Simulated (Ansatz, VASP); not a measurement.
**One calculation of C, two programs**

```
C
1.0
     0.00000    2.12700    3.34800
     1.22800    0.00000    3.34800
     1.22800    2.12700    0.00000
C
2
Cartesian
  1.2280 0.7090 3.3480
  1.2280 3.5450 3.3480
```

Alike in both runs: task relaxation of cell and atoms; functional PBEsol; k mesh 14 × 14 × 14; occupations gaussian, width 0.02 eV; no spin polarisation.

|  | VASP | Ansatz |
| --- | --- | --- |
| version | VASP 6.6.1 | Ansatz 0.2.0 |
| potentials or method | VASP PAW PBE potentials, release 64 (C_h), cutoff 910 eV | scalar-relativistic, plane waves, PAW |
| valence electrons in the cell | 8 | 8 |

```tsv
	VASP	Ansatz	Ansatz less VASP
gap on the k mesh at the Fermi level, each at its own relaxed structure (eV)	0.54	0.71	+0.167
relaxed volume (Å³/atom)	9.21	9.66	+0.457
relaxed cell length with the largest relative difference (Å)	3.726	3.891	+0.1648
```

VASP's potentials were made for PBE, not for PBEsol.

Noted on VASP's run: the cutoff is short for stress, so the pressure is rough.
